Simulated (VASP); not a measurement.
## MgO: single point with PBE

MgO:

```
CELL_PARAMETERS angstrom
0.00000 2.12688 2.12688
2.12688 0.00000 2.12688
2.12688 2.12688 0.00000
ATOMIC_POSITIONS crystal
Mg 0.00000 0.00000 0.00000
O 0.50000 0.50000 0.50000
```

| Item | Value |
| --- | --- |
| Program | VASP 6.6.1 |
| Task | single point |
| Functional | PBE |
| Potentials or basis | VASP PAW PBE potentials, release 64 (Mg_sv, O) |
| Cutoff | 840 eV |
| k mesh | 10 × 10 × 10 |
| Occupations | gaussian, width 0.01 eV |
| Spin | no spin polarisation |
| Dipole correction | no |
| Further INCAR settings | ALGO = Normal; EDIFF = 1e-06; NBANDS = 15 |

```
Pressure               : 0.0 GPa
Band gap on the k mesh : 4.46 eV
```

Levels at points of the mesh, in eV from the valence-band top:
```tsv
k point	band 4	band 5	band 6	band 7	band 8	band 9	band 10	band 11	band 12	band 13
(0.00, 0.00, 0.00)	-39.10	-17.10	0.00	0.00	0.00	4.46	15.64	15.64	15.64	19.47
(0.50, 0.00, 0.00)	-39.11	-15.86	-4.48	-0.62	-0.62	7.72	12.28	16.03	16.03	20.51
(0.50, 0.50, 0.00)	-39.13	-15.65	-3.94	-1.30	-1.30	9.09	9.68	12.79	18.55	18.55
```

Wall time 25 s on 1 thread of AMD EPYC 7R43 64-Core Processor (Zen 3), on a shared host, peak memory 0.13 GiB.
